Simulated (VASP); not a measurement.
Write the native input for VASP 6.6.1 that does the following.

| Property | Result |
| --- | --- |
| Task | relaxation of cell and atoms |
| Functional | PBE |
| Potentials or basis | VASP PAW PBE potentials, release 64 (Mg, Ge_d, N) |
| Cutoff | 600 eV |
| k mesh | 6 × 6 × 2 |
| Occupations | gaussian, width 0.1 eV |
| Spin | no spin polarisation |
| Dipole correction | no |
| Further INCAR settings | ALGO = Normal; EDIFF = 1e-06; IBRION = 2; EDIFFG = -0.04; NSW = 90; ISIF = 3 |

The structure of Mg2Ge2N lies in POSCAR:

```
Mg2Ge2N
1.0
    3.6406141100      0.0000000000      0.0000000000
   -1.8203070600      3.1528643100      0.0000000000
    0.0000000000      0.0000000000      7.8359238800
Mg Ge N
2 2 1
Direct
    0.0000000000      0.0000000000      0.1587498000
    0.0000000000      0.0000000000      0.7924011900
    0.3333333300      0.6666666700      0.0374997700
    0.6666666700      0.3333333300      0.0374997700
    0.0000000000      0.0000000000      0.4333228200
```

The cell was built from a structure type or drawn by symmetry, and may not be a known phase.

The input as run:

INCAR

```
PREC     = Accurate       # precision mode
ENCUT    = 600            # plane-wave cutoff, eV
EDIFF    = 1E-6           # SCF threshold, eV
ISMEAR   = 0              # smearing method
SIGMA    = 0.1            # smearing width, eV
LREAL    = F              # projectors in reciprocal space
LASPH    = T              # aspherical terms in the spheres
NELM     = 60             # most SCF steps
ALGO     = Normal         # electronic algorithm
ISIF     = 3              # what is computed and relaxed
LWAVE    = F              # write WAVECAR
LCHARG   = F              # write CHGCAR
GGA      = PE             # functional
IBRION   = 2              # ionic algorithm
NSW      = 90             # ionic steps
EDIFFG   = -0.04          # ionic threshold
```

KPOINTS

```
Automatic mesh
0
Gamma
  6 6 2
```

Potentials or basis: VASP PAW PBE potentials, release 64 (Mg, Ge_d, N).

The run is started by

```bash
$ cat potpaw_PBE.64/Mg/POTCAR potpaw_PBE.64/Ge_d/POTCAR potpaw_PBE.64/N/POTCAR > POTCAR
$ mpirun -np 1 vasp_std > vasp.out
```

Results of the run:

- Relaxed volume: 24.82 Å³/atom
- Relaxed cell: a = 4.311 Å, b = 4.311 Å, c = 7.708 Å, α = 90.00°, β = 90.00°, γ = 120.00°
- Space group after relaxing (to 0.1 Å): P6/mmm (No. 191)
- Energy gained by relaxing: 1844.7 meV/atom
- Ionic steps: 42
- Pressure after relaxing: 0.0 GPa
- Largest force after relaxing: 0.012 eV/Å
- Band gap on the k mesh: zero (an odd number of electrons rules out a gap without spin polarisation)

Caveat: the k points lie up to 0.41 Å⁻¹ apart in the final cell, too coarse for converged energies and pressures of a metal; the volume moved by over 15 % at a fixed basis, so the end points are rough.

It took 14 min on 1 thread of Intel(R) Xeon(R) Platinum 8559C (Emerald Rapids), on a shared host, peak memory 0.27 GiB.
